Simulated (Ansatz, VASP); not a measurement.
One calculation of BN, two programs

The input INCAR:

```
PREC = Accurate ; ENCUT = 520
EDIFF = 1E-6 ; ISMEAR = 0
SIGMA = 0.05 ; LREAL = False
LASPH = True ; NELM = 100
ALGO = Normal ; ISIF = 2
LWAVE = False ; LCHARG = True
GGA = PS ; LELF = True
LVHAR = True ; NBANDS = 26
```

KPOINTS

```
regular mesh
0
Gamma
  6 6 10
```

POSCAR

```
BN
1.0
    4.4972000000      0.0000000000      0.0000000000
    0.0000000000      4.4972000000      0.0000000000
    0.0000000000      0.0000000000      2.6903000000
B N
4 4
Direct
    0.1741337327      0.8258662673      0.5000000000
    0.3258662673      0.3258662673      0.0000000000
    0.6741337327      0.6741337327      0.0000000000
    0.8258662673      0.1741337327      0.5000000000
    0.8123909516      0.8123909516      0.5000000000
    0.3123909516      0.6876090484      0.0000000000
    0.6876090484      0.3123909516      0.0000000000
    0.1876090484      0.1876090484      0.5000000000
```

Input for Ansatz:

```yaml
crystal:
  lattice:
    - [4.4972, 0.0, 0.0]
    - [0.0, 4.4972, 0.0]
    - [0.0, 0.0, 2.6903]
  atoms:
    - { symbol: B, position: [0.1741337327, 0.8258662673, 0.5] }
    - { symbol: B, position: [0.3258662673, 0.3258662673, 0.0] }
    - { symbol: B, position: [0.6741337327, 0.6741337327, 0.0] }
    - { symbol: B, position: [0.8258662673, 0.1741337327, 0.5] }
    - { symbol: "N", position: [0.8123909516, 0.8123909516, 0.5] }
    - { symbol: "N", position: [0.3123909516, 0.6876090484, 0.0] }
    - { symbol: "N", position: [0.6876090484, 0.3123909516, 0.0] }
    - { symbol: "N", position: [0.1876090484, 0.1876090484, 0.5] }
basis:
  ecutwfc: 520.0
kpoints:
  mp_grid: { grid: [6, 6, 10] }
hamiltonian:
  xc: pbesol
  pseudopotentials: { kind: paw, azcp: { folder: soft_1 } }
scf:
  occupations: { method: gaussian, width: 0.05 }
output:
  forces: true
  stress: true
  eigenvalues: true
```

Alike in both runs: task single point; functional PBEsol; k mesh 6 × 6 × 10; occupations gaussian, width 0.05 eV; no spin polarisation.

```csv
,VASP,Ansatz
version,VASP 6.6.1,Ansatz 0.2.0
potentials or method,"VASP PAW PBE potentials, release 64 (B, N), cutoff 520 eV","scalar-relativistic, plane waves, PAW"
valence electrons in the cell,32,32
```

|  | VASP | Ansatz | Ansatz less VASP |
| --- | --- | --- | --- |
| gap on the k mesh at the Fermi level (eV) | 4.61 | 4.62 | +0.009 |
| least direct gap on the mesh (eV) | 5.57 | 5.58 | +0.009 |
| rms of the force components (eV/Å) | 0.004 | 0.011 | +0.0061 |

VASP's potentials were made for PBE, not for PBEsol, and Ansatz warns of the same on its side. Atom by atom the forces differ by 0.006 eV/Å (rms over components).
